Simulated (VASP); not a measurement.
# Ca2BPb (P4/mmm) in VASP: further runs

Ca2BPb is run at these levels: PBE; tasks: relaxation of cell and atoms, single point.

Everything below comes from runs of VASP 6.6.1. Logs are shortened: lines on timing, memory, paths and dates and some standing lists are left out, and cuts for length are marked.

### Step 1. The cell of the first run

The structure is tetragonal, space group P4/mmm (No. 123). Conventional cell: a = 5.031 Å, b = 5.031 Å, c = 3.866 Å, α = 90.00°, β = 90.00°, γ = 90.00°. Ca (site symmetry mmm) has 4 B at 3.17 Å and 4 Pb at 3.17 Å and 6 Ca at 3.56 to 3.87 Å within 4.2 Å. Within 4.2 Å of B (site symmetry 4/mmm) lie 8 Ca at 3.17 Å and 4 Pb at 3.56 Å and 2 B at 3.87 Å. Pb (site symmetry 4/mmm) has 8 Ca at 3.17 Å and 4 B at 3.56 Å and 2 Pb at 3.87 Å within 4.2 Å.

### Step 2. Relaxation of cell and atoms, PBE

INCAR reads:

```
PREC = Accurate ; ENCUT = 600
EDIFF = 1E-6 ; ISMEAR = 0
SIGMA = 0.1 ; LREAL = F
LASPH = T ; NELM = 100
ALGO = Normal ; ISIF = 3
LWAVE = F ; LCHARG = F
GGA = PE ; IBRION = 2
NSW = 100 ; EDIFFG = -0.01
```

KPOINTS reads:

```
regular mesh
0
Gamma
  10 10 12
```

POSCAR reads:

```
Ca2BPb
1.0
    5.0308234722      0.0000000000      0.0000000000
    0.0000000000      5.0308234722      0.0000000000
    0.0000000000      0.0000000000      3.8655751093
Ca B Pb
2 1 1
Direct
    0.5000000000      0.0000000000      0.5000000000
    0.0000000000      0.5000000000      0.5000000000
    0.0000000000      0.0000000000      0.0000000000
    0.5000000000      0.5000000000      0.0000000000
```

Potentials or basis: VASP PAW PBE potentials, release 64 (Ca_sv, B, Pb_d).

The run is started by

```sh
$ cat potpaw_PBE.64/Ca_sv/POTCAR potpaw_PBE.64/B/POTCAR potpaw_PBE.64/Pb_d/POTCAR > POTCAR
$ mpirun -np 1 vasp_std > vasp.out
```

OUTCAR:

```text
PREC = Accurate
   ENCUT = 600
   EDIFF = 1E-6
   ISMEAR = 0
   LREAL = F
   LASPH = T
   NELM = 100
   ISIF = 3
   GGA = PE
   IBRION = 2
   NSW = 100
   EDIFFG = -0.01

 ion  position               nearest neighbor table
   1  0.500  0.000  0.500-   4 3.17   4 3.17   4 3.17   4 3.17
   2  0.000  0.500  0.500-   4 3.17   4 3.17   4 3.17   4 3.17
   3  0.000  0.000  0.000-
   4  0.500  0.500  0.000-   1 3.17   2 3.17   1 3.17   2 3.17   1 3.17   1 3.17   2 3.17   2 3.17

  LATTYP: Found a simple tetragonal cell.
 ALAT       =     5.0308234722
 C/A-ratio  =     0.7683782050

  Lattice vectors:

 A1 = (   5.0308234722,   0.0000000000,   0.0000000000)
 A2 = (   0.0000000000,   5.0308234722,   0.0000000000)
 A3 = (   0.0000000000,   0.0000000000,   3.8655751093)

Analysis of symmetry for initial positions (statically):
=====================================================================
 Subroutine PRICEL returns:
 Original cell was already a primitive cell.

 Routine SETGRP: Setting up the symmetry group for a
 simple tetragonal supercell.

 Subroutine GETGRP returns: Found 16 space group operations
 (whereof 16 operations were pure point group operations)
 out of a pool of 16 trial point group operations.

The static configuration has the point symmetry D_4h.

Analysis of symmetry for dynamics (positions and initial velocities):
=====================================================================
 Subroutine PRICEL returns:
 Original cell was already a primitive cell.

 Routine SETGRP: Setting up the symmetry group for a
 simple tetragonal supercell.

 Subroutine GETGRP returns: Found 16 space group operations
 (whereof 16 operations were pure point group operations)
 out of a pool of 16 trial point group operations.

The dynamic configuration has the point symmetry D_4h.

 Subroutine INISYM returns: Found 16 space group operations
 (whereof 16 operations are pure point group operations),
 and found     1 'primitive' translations

----------------------------------------------------------------------------------------

                                     Primitive cell

  volume of cell :      97.8346

  direct lattice vectors                    reciprocal lattice vectors
     5.030823472  0.000000000  0.000000000     0.198774615  0.000000000  0.000000000
     0.000000000  5.030823472  0.000000000     0.000000000  0.198774615  0.000000000
     0.000000000  0.000000000  3.865575109     0.000000000  0.000000000  0.258693719

  length of vectors
     5.030823472  5.030823472  3.865575109     0.198774615  0.198774615  0.258693719

  position of ions in fractional coordinates (direct lattice)
     0.500000000  0.000000000  0.500000000
     0.000000000  0.500000000  0.500000000
     0.000000000  0.000000000  0.000000000
     0.500000000  0.500000000  0.000000000

  ion indices of the primitive-cell ions
   primitive index   ion index
                 1           1
                 2           2
                 3           3
                 4           4

----------------------------------------------------------------------------------------

 KPOINTS: regular mesh

Automatic generation of k-mesh.
 Grid dimensions read from file:
 generate k-points for:   10   10   12

 Generating k-lattice:

  Cartesian coordinates                     Fractional coordinates (reciprocal lattice)
     0.019877462  0.000000000  0.000000000     0.100000000  0.000000000  0.000000000
     0.000000000  0.019877462  0.000000000     0.000000000  0.100000000  0.000000000
     0.000000000  0.000000000  0.021557810     0.000000000  0.000000000  0.083333333

  Length of vectors
     0.019877462  0.019877462  0.021557810

  Shift w.r.t. Gamma in fractional coordinates (k-lattice)
     0.000000000  0.000000000  0.000000000

 Subroutine IBZKPT returns following result:
 ===========================================

 Found    147 irreducible k-points:

 Following reciprocal coordinates:
            Coordinates               Weight
  0.000000  0.000000  0.000000      1.000000
  0.100000  0.000000  0.000000      4.000000
  0.200000  0.000000  0.000000      4.000000
  0.300000  0.000000  0.000000      4.000000
  0.400000  0.000000  0.000000      4.000000
  0.500000  0.000000  0.000000      2.000000
[... 16 lines left out ...]
  0.100000  0.000000  0.083333      8.000000
  0.200000  0.000000  0.083333      8.000000
 [... further k-points ...]
   k-points           NKPTS =    147   k-points in BZ     NKDIM =    147   number of bands    NBANDS=     22
   number of dos      NEDOS =    301   number of ions     NIONS =      4
   total plane-waves  NPLWV =  51200
   dimension x,y,z NGX =    40 NGY =   40 NGZ =   32
   dimension x,y,z NGXF=    80 NGYF=   80 NGZF=   64
   ions per type =               2   1   1
   NGX,Y,Z   is equivalent  to a cutoff of  13.22, 13.22, 13.76 a.u.
   NGXF,Y,Z  is equivalent  to a cutoff of  26.44, 26.44, 27.52 a.u.
 SYSTEM =  unknown system
   PREC   = accura    normal or accurate (medium, high low for compatibility)
   ISTART =      0    job   : 0-new  1-cont  2-samecut
   ICHARG =      2    charge: 1-file 2-atom 10-const
   ISPIN  =      1    spin polarized calculation?
   LNONCOLLINEAR =      F non collinear calculations
   LSORBIT =      F    spin-orbit coupling
   LASPH  =      T    aspherical Exc in radial PAW
   ENCUT  =  600.0 eV  44.10 Ry    6.64 a.u.  10.05 10.05  7.72*2*pi/ulx,y,z
   NELM   =    100;   NELMIN=  2; NELMDL= -5     # of ELM steps
   EDIFF  = 0.1E-05   stopping-criterion for ELM
   LREAL  =      F    real-space projection
   EDIFFG = -.1E-01   stopping-criterion for IOM
   NSW    =    100    number of steps for IOM
   IBRION =      2    ionic relax: 0-MD 1-quasi-New 2-CG
   NFREE  =      1    steps in history (QN), initial steepest desc. (CG)
   ISIF   =      3    stress and relaxation
   ISYM   =      2    0-nonsym 1-usesym 2-fastsym
   POTIM  = 0.5000    time-step for ionic-motion
   TEBEG  =    0.0;   TEEND  =   0.0 temperature during run
   PSTRESS=    0.0 pullay stress
   NELECT =      37.0000    total number of electrons
   NUPDOWN=      -1.0000    fix difference up-down
   EMIN   =  10.00;   EMAX   =-10.00  energy-range for DOS
   EFERMI =   0.00;   METHOD = LEGACY
   ISMEAR =     0;   SIGMA  =   0.10  broadening in eV -4-tet -1-fermi 0-gaus
   EFERMI_NEDOS =   21; number of points for ismear=-14 and -15
   IALGO  =     38    algorithm
   IMIX   =      4    mixing-type and parameters
     AMIX     =   0.40;   BMIX     =  1.00
     AMIX_MAG =   1.60;   BMIX_MAG =  1.00
  volume/ion in A,a.u.               =      24.46       165.06
  Fermi-wavevector in a.u.,A,eV,Ry     =   1.183890  2.237228 19.069862  1.401595
  Thomas-Fermi vector in A             =   2.320115
   LORBIT       =      0    0 simple, 1 ext, 2 COOP (PROOUT), +10 PAW based schemes
   GGA     = PE    functional components
   LHFCALC =     F    Hartree Fock is set to
   AEXX    =    0.0000 exact exchange contribution
   IVDW    =     0    specifies the selected vdW correction
   LEPSILON=     F    determine dielectric tensor
   LRPA    =     F    only Hartree local field effects (RPA)
 conjugate gradient relaxation of ions
 non-spin polarized calculation
 Gauss-broadening in eV      SIGMA  =   0.10
  energy-cutoff  :      600.00
  volume of cell :       97.83
 maximum number of plane-waves:      3290
   NGX = 21   NGY = 21   NGZ = 15

--------------------------------------- Ionic step        1  -------------------------------------------

 number of electron      37.0000001 magnetization

 Free energy of the ion-electron system (eV)
  ---------------------------------------------------
  ext. energy  EPLUGINS =         0.00000000
  ---------------------------------------------------
  free energy    TOTEN  =       -12.87733672 eV

  energy without entropy =      -12.86939565  energy(sigma->0) =      -12.87336618

------------------------ aborting loop because EDIFF is reached ----------------------------------------

  FORCE on cell =-STRESS in cart. coord.  units (eV):
  Direction    XX          YY          ZZ          XY          YZ          ZX
  --------------------------------------------------------------------------------------
  -------------------------------------------------------------------------------------
  Total        0.5035574      0.5035574     -0.2047116      0.0000000      0.0000000      0.0000000
  in kB        8.2464546      8.2464546     -3.3524385      0.0000000      0.0000000      0.0000000
  external PRESSURE =       4.3801569 kB  Pullay stress =       0.0000000 kB
[... 137 lines left out ...]
  energy  without entropy=      -12.8777302574  energy(sigma->0) =      -12.88108579

--------------------------------------- Ionic step        5  -------------------------------------------

 number of electron      37.0000002 magnetization

 Free energy of the ion-electron system (eV)
  ---------------------------------------------------
  ext. energy  EPLUGINS =         0.00000000
  ---------------------------------------------------
  free energy    TOTEN  =       -12.88451568 eV

  energy without entropy =      -12.87777535  energy(sigma->0) =      -12.88114551

 E-fermi :   4.4094     XC(G=0):  -9.5117

 val. band max:        4.4007475344   @ k =   0.5000   0.1000   0.0833
 cond. band min:       4.4532465526   @ k =   0.3000   0.1000   0.3333
 fundamental gap:      0.0524990182
 Fermi energy:         4.4093580885

 k-point     1 :       0.0000    0.0000    0.0000
  band No.  band energies     occupation
      1     -36.6895      2.00000
      2     -36.6607      2.00000
      3     -17.8218      2.00000
      4     -17.8218      2.00000
      5     -17.6671      2.00000
      6     -17.6333      2.00000
[... 574 lines left out ...]
      6     -17.6486      2.00000
[... 14 lines left out ...]
     21       6.0883      0.00000
     22       6.3678      0.00000

 [... further k-points ...]

------------------------ aborting loop because EDIFF is reached ----------------------------------------

  FORCE on cell =-STRESS in cart. coord.  units (eV):
  Direction    XX          YY          ZZ          XY          YZ          ZX
  --------------------------------------------------------------------------------------
  -------------------------------------------------------------------------------------
  Total        0.0165684      0.0165684      0.0131630      0.0000000      0.0000000      0.0000000
  in kB        0.2681805      0.2681805      0.2130601      0.0000000      0.0000000      0.0000000
  external PRESSURE =       0.2498070 kB  Pullay stress =       0.0000000 kB
[... 19 lines left out ...]
  FREE ENERGIE OF THE ION-ELECTRON SYSTEM (eV)
  ---------------------------------------------------
  free  energy   TOTEN  =       -12.8845156797 eV

  energy  without entropy=      -12.8777753491  energy(sigma->0) =      -12.88114551

 reached required accuracy - stopping structural energy minimisation
```

Run time: 20 min. Hardware: 1 thread of AMD EPYC 7R43 (Zen 3), shared host; peak memory 0.54 GiB.

What came out:

| Quantity | Value |
| --- | --- |
| Free energy | -12.8845 eV |
| Relaxed volume | 24.75 Å³/atom |
| Relaxed cell | a = 5.089 Å, b = 5.089 Å, c = 3.822 Å, α = 90.00°, β = 90.00°, γ = 90.00° |
| Space group after relaxing (to 0.05 Å) | P4/mmm (No. 123) |
| Energy gained by relaxing | 1.8 meV/atom |
| Ionic steps | 5 |
| Pressure after relaxing | 0.0 GPa |

The path:
| step | energy change (eV) | largest force (eV/Å) | pressure (GPa) | volume (Å³) |
| --- | --- | --- | --- | --- |
| 1 | 0.0000 | 0.0000 | 0.44 | 97.83 |
| 2 | -0.0049 | 0.0000 | 0.07 | 98.78 |
| 3 | -0.0062 | 0.0000 | -0.22 | 99.55 |
| 4 | -0.0071 | 0.0000 | -0.05 | 99.16 |
| 5 | -0.0072 | 0.0000 | 0.02 | 98.98 |

Final structure:
```yaml
crystal:
  lattice:
    - [5.08917, 0.00000, 0.00000]
    - [0.00000, 5.08917, 0.00000]
    - [0.00000, 0.00000, 3.82182]
  atoms:
    - { symbol: Ca, position: [0.50000, 0.00000, 0.50000] }
    - { symbol: Ca, position: [0.00000, 0.50000, 0.50000] }
    - { symbol: B, position: [0.00000, 0.00000, 0.00000] }
    - { symbol: Pb, position: [0.50000, 0.50000, 0.00000] }
```

Levels at points of the mesh, in eV from the Fermi level:
```csv
k point,band 16,band 17,band 18,band 19,band 20,band 21,band 22
"(0.00, 0.00, 0.00)",-1.51,-1.51,1.26,1.27,1.39,1.40,2.25
"(0.50, 0.00, 0.00)",-1.25,-0.78,-0.76,-0.36,1.22,1.38,2.22
"(0.50, 0.50, 0.00)",-3.51,-3.51,0.75,0.81,1.46,1.46,2.00
"(0.00, 0.00, 0.50)",-3.85,-1.85,-1.85,-1.56,1.42,1.42,1.80
"(0.50, 0.00, 0.50)",-2.95,-1.66,-0.75,-0.37,0.61,0.61,2.57
"(0.50, 0.50, 0.50)",-2.16,-1.77,-1.77,-1.00,0.98,0.98,3.59
```

Caveat: spin-orbit coupling is left out, which moves the levels of the heavy elements.

### Step 3. Single point, PBE

This run uses another cell than the first one, of 24.70 Å³/atom, 1.010 times its volume.

INCAR reads:

```
SYSTEM = Ca2BPb
PREC     = Accurate       ! precision mode
ENCUT    = 520            ! plane-wave cutoff, eV
EDIFF    = 1E-6           ! SCF threshold, eV
ISMEAR   = 0              ! smearing method
SIGMA    = 0.1            ! smearing width, eV
LREAL    = .FALSE.        ! projectors in reciprocal space
LASPH    = .TRUE.         ! aspherical terms in the spheres
NELM     = 100            ! most SCF steps
ALGO     = Normal         ! electronic algorithm
ISIF     = 2              ! what is computed and relaxed
LWAVE    = .FALSE.        ! write WAVECAR
LCHARG   = .FALSE.        ! write CHGCAR
GGA      = PE             ! functional
NBANDS   = 26             ! bands
```

KPOINTS reads:

```
regular mesh
0
G
  10 10 12
  0 0 0
```

POSCAR reads:

```
Ca2BPb
1.0
    5.0861016248      0.0000000000      0.0000000000
    0.0000000000      5.0861016248      0.0000000000
    0.0000000000      0.0000000000      3.8187553971
Ca B Pb
2 1 1
Direct
    0.5000000000      0.0000000000      0.5000000000
    0.0000000000      0.5000000000      0.5000000000
    0.0000000000      0.0000000000      0.0000000000
    0.5000000000      0.5000000000      0.0000000000
```

Potentials or basis: VASP PAW PBE potentials, release 64 (Ca_sv, B, Pb_d).

The run is started by

```sh
$ cat potpaw_PBE.64/Ca_sv/POTCAR potpaw_PBE.64/B/POTCAR potpaw_PBE.64/Pb_d/POTCAR > POTCAR
$ mpirun -np 1 vasp_std > vasp.out
```

Run time: 4.3 min. Hardware: 1 thread of Intel Xeon Platinum 8124M at 3.00GHz (Skylake/Cascade Lake), shared host; peak memory 0.49 GiB.

Results (log left out):

- Free energy: -12.8843 eV
- Pressure: 0.1 GPa

Levels at points of the mesh, in eV from the Fermi level:
```csv
k point,band 17,band 18,band 19,band 20,band 21,band 22
"(0.00, 0.00, 0.00)",-1.52,1.26,1.27,1.39,1.40,2.25
"(0.50, 0.00, 0.00)",-0.79,-0.76,-0.36,1.22,1.38,2.22
"(0.50, 0.50, 0.00)",-3.51,0.75,0.81,1.46,1.46,2.00
"(0.00, 0.00, 0.50)",-1.85,-1.85,-1.56,1.42,1.42,1.80
"(0.50, 0.00, 0.50)",-1.66,-0.75,-0.37,0.61,0.62,2.57
"(0.50, 0.50, 0.50)",-1.77,-1.77,-1.00,0.98,0.98,3.56
```

Caveat: spin-orbit coupling is left out, which moves the levels of the heavy elements.

### Step 4. Single point, PBE

This run uses another cell than the first one, of 24.70 Å³/atom, 1.010 times its volume.

INCAR reads:

```
SYSTEM = Ca2BPb
ALGO     = Normal         ! electronic algorithm
EDIFF    = 1E-7           ! SCF threshold, eV
ENCUT    = 520            ! plane-wave cutoff, eV
GGA      = PE             ! functional
ISIF     = 2              ! what is computed and relaxed
ISMEAR   = 0              ! smearing method
LASPH    = .True.         ! aspherical terms in the spheres
LCHARG   = .False.        ! write CHGCAR
LREAL    = .False.        ! projectors in reciprocal space
LWAVE    = .False.        ! write WAVECAR
NBANDS   = 26             ! bands
NELM     = 100            ! most SCF steps
PREC     = Accurate       ! precision mode
SIGMA    = 0.1            ! smearing width, eV
```

KPOINTS reads:

```
k-points
0
Gamma
  10 10 12
  0 0 0
```

POSCAR is that of step 3.

The run is started by

```sh
$ cat potpaw_PBE.64/Ca_sv/POTCAR potpaw_PBE.64/B/POTCAR potpaw_PBE.64/Pb_d/POTCAR > POTCAR
$ mpirun -np 1 vasp_std > vasp.out
```

It took 5.3 min on 1 thread of Intel Xeon Platinum 8124M at 3.00GHz (Skylake/Cascade Lake), shared host; peak memory 0.49 GiB.

It converged, with:

| Quantity | Value |
| --- | --- |
| Free energy | -12.8843 eV |
| Pressure | 0.1 GPa |

Levels at points of the mesh, in eV from the Fermi level:
```
           k point  band 17  band 18  band 19  band 20  band 21  band 22
(0.00, 0.00, 0.00)    -1.52     1.26     1.27     1.39     1.40     2.25
(0.50, 0.00, 0.00)    -0.79    -0.76    -0.36     1.22     1.38     2.22
(0.50, 0.50, 0.00)    -3.51     0.75     0.81     1.46     1.46     2.00
(0.00, 0.00, 0.50)    -1.85    -1.85    -1.56     1.42     1.42     1.80
(0.50, 0.00, 0.50)    -1.66    -0.75    -0.37     0.61     0.62     2.57
(0.50, 0.50, 0.50)    -1.77    -1.77    -1.00     0.98     0.98     3.56
```

Caveat: spin-orbit coupling is left out, which moves the levels of the heavy elements.
